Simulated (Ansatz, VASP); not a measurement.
# Two plane-wave programs on AlRu

Contents of INCAR:

```
SYSTEM = AlRu
PREC = Accurate ; ENCUT = 500
EDIFF = 1E-6 ; ISMEAR = 1
SIGMA = 0.014 ; LREAL = .FALSE.
LASPH = .TRUE. ; NELM = 120
ALGO = Normal ; ISIF = 2
LWAVE = .FALSE. ; LCHARG = .TRUE.
GGA = PE ; LELF = .TRUE.
LVHAR = .TRUE. ; NBANDS = 16
GGA_COMPAT = .FALSE.
```

Contents of KPOINTS:

```
Automatic mesh
0
G
  4 4 4
  0 0 0
```

The input POSCAR:

```
AlRu
1.0
    3.0120270184      0.0000000000      0.0000000000
    0.0000000000      3.0120270184      0.0000000000
    0.0000000000      0.0000000000      3.0120270184
Al Ru
1 1
Direct
    0.0000000000      0.0000000000      0.0000000000
    0.5000000000      0.5000000000      0.5000000000
```

Input for Ansatz:

```yaml
crystal:
  lattice:
    - [3.0120270184, 0.0, 0.0]
    - [0.0, 3.0120270184, 0.0]
    - [0.0, 0.0, 3.0120270184]
  atoms:
    - { symbol: Al, position: [0.0, 0.0, 0.0] }
    - { symbol: Ru, position: [0.5, 0.5, 0.5] }
basis:
  ecutwfc: 420
kpoints:
  mp_grid: { grid: [4, 4, 4] }
hamiltonian:
  xc: pbe
scf:
  occupations: { method: methfessel_paxton, width: 0.014 }
  eigensolver: { kind: davidson, full_accuracy: true }
  max_iter: 100
output:
  forces: true
  stress: true
  eigenvalues: true
```

Alike in both runs: task single point; functional PBE; k mesh 4 × 4 × 4; occupations methfessel-paxton of order 1, width 0.014 eV; no spin polarisation.

|  | VASP | Ansatz |
| --- | --- | --- |
| version | VASP 6.6.1 | Ansatz 0.2.0 |
| potentials or method | VASP PAW PBE potentials, release 64 (Al, Ru_pv), cutoff 500 eV | scalar-relativistic, plane waves, PAW |
| valence electrons in the cell | 17 | 19 |

```csv
,VASP,Ansatz,Ansatz less VASP
gap on the k mesh at the Fermi level (eV),none,none,-
pressure (GPa),-3.8,-3.8,+0.02
```

A gap of «none» marks a metal or a gap that the smearing closes. With one functional, cell and mesh, what is left measures potentials, basis and numerics. VASP's potentials hold 17 valence electrons a cell and Ansatz's 19, so a difference there can come from the potentials and not from the codes.

The k mesh is coarse, so the values compare programs but aren't converged.
